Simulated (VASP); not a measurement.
Crystal: SiC (Moissanite).

```xyz
4
Lattice="3.0964 0.0000 0.0000 -1.5482 2.6815 0.0000 0.0000 0.0000 5.0814" Properties=species:S:1:pos:R:3 pbc="T T T"
Si    1.5482    0.8938    2.5407
Si    0.0000    1.7877    0.0000
C     1.5482    0.8938    4.4971
C     0.0000    1.7877    1.9564
```

Base run:

| Quantity | Value |
| --- | --- |
| Program | VASP 6.6.1 |
| Functional | r2SCAN |
| Dispersion | D3(BJ) |
| Potentials or basis | VASP PAW PBE potentials, release 64 (Si, C) |
| Cutoff | 520 eV |
| k mesh | 10 × 10 × 5 |
| Occupations | fermi-dirac, width 0.05 eV |
| Spin | no spin polarisation |

Its results: band gap on the k mesh 2.89 eV, indirect (least direct gap 4.54 eV); pressure -6.4 GPa; largest force 0.740 eV/Å.

Problem. After a change of settings the same cell gave: band gap on the k mesh 2.89 eV, indirect (least direct gap 4.54 eV); pressure -4.3 GPa; largest force 0.741 eV/Å. Which change was it?
A. functional from r2SCAN to revPBE; dispersion from D3(BJ) to none
B. functional from r2SCAN to BLYP
C. dispersion from D3(BJ) to none
D. functional from r2SCAN to revPBE

Solution. C.

Dispersion adds attraction, which lowers the pressure at fixed volume and, as a term added to the energy, leaves the levels alone.

Caveats: the PAW data sets were made with another functional, which shifts forces and pressure a little.
